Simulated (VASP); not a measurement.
A run of VASP 6.6.1:

Contents of POSCAR:

```
K
1.0
    0.0000000000      3.3341509516      3.3341509516
    3.3341509516      0.0000000000      3.3341509516
    3.3341509516      3.3341509516      0.0000000000
K
1
Direct
    0.0000000000      0.0000000000      0.0000000000
```

INCAR.step1

```
PREC = Accurate
ENCUT = 520
EDIFF = 1E-5
ISMEAR = -1
SIGMA = 0.1
LREAL = False
LASPH = True
NELM = 60
ALGO = Normal
ISIF = 2
LWAVE = True
NBANDS = 10
GGA = PE
```

Contents of INCAR.step2:

```
PREC = Accurate
ENCUT = 520
EDIFF = 1E-6
ISMEAR = -1
SIGMA = 0.1
LREAL = False
LASPH = True
NELM = 60
ALGO = Normal
ISIF = 2
LWAVE = False
LCHARG = True
GGA = PE
LHFCALC = True
HFSCREEN = 0.2079
PRECFOCK = Normal
LELF = True
LVHAR = True
NBANDS = 10
ISTART = 1
```

File KPOINTS:

```
regular mesh
0
Gamma
  4 4 4
```

Potentials or basis: VASP PAW PBE potentials, release 64 (K_sv).

Command:

```sh
$ cat potpaw_PBE.64/K_sv/POTCAR > POTCAR
$ cp INCAR.step1 INCAR
$ mpirun -np 1 vasp_std > vasp.out
$ cp INCAR.step2 INCAR
$ mpirun -np 1 vasp_std > vasp.out
```

Hardware: 1 thread of AMD EPYC 7R13 Processor (Zen 3) (shared host).

Problem. Estimate the wall time of this run.

Solution. Run time: 2.8 min on 1 thread of AMD EPYC 7R13 Processor (Zen 3), on a shared host, peak memory 0.27 GiB. Counts: k points 8.
